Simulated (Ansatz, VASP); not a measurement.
**SrTlW: VASP beside Ansatz**

```xyz
3
Lattice="5.2434 0.0000 0.0000 -2.6217 4.5409 0.0000 0.0000 0.0000 3.0868" Properties=species:S:1:pos:R:3 pbc="T T T"
Sr    0.0000    3.0273    0.0000
Tl    2.6217    1.5136    1.5434
W     0.0000    0.0000    1.5434
```

Change from the starting cell: species swapped into the NdAlGa type (P-6m2, No. 187).

Alike in both runs: functional PBE; k mesh 12 × 12 × 10; occupations gaussian, width 0.1 eV; no spin polarisation.

Ansatz relaxed the structure, and its values are those at the end. VASP's run is a single point on that final structure, the one shown.

|  | VASP | Ansatz |
| --- | --- | --- |
| version | VASP 6.6.1 | Ansatz 0.2.0 |
| potentials or method | VASP PAW PBE potentials, release 64 (Sr_sv, Tl_d, W_sv), cutoff 520 eV | scalar-relativistic, plane waves, PAW |
| valence electrons in the cell | 37 | 37 |

|  | VASP | Ansatz | Ansatz less VASP |
| --- | --- | --- | --- |
| gap on the k mesh at the Fermi level (eV) | none | none | - |
| pressure (GPa) | 0.2 | 0.0 | -0.15 |

A gap of «none» marks a metal or a gap that the smearing closes.

Spin-orbit coupling is off throughout.
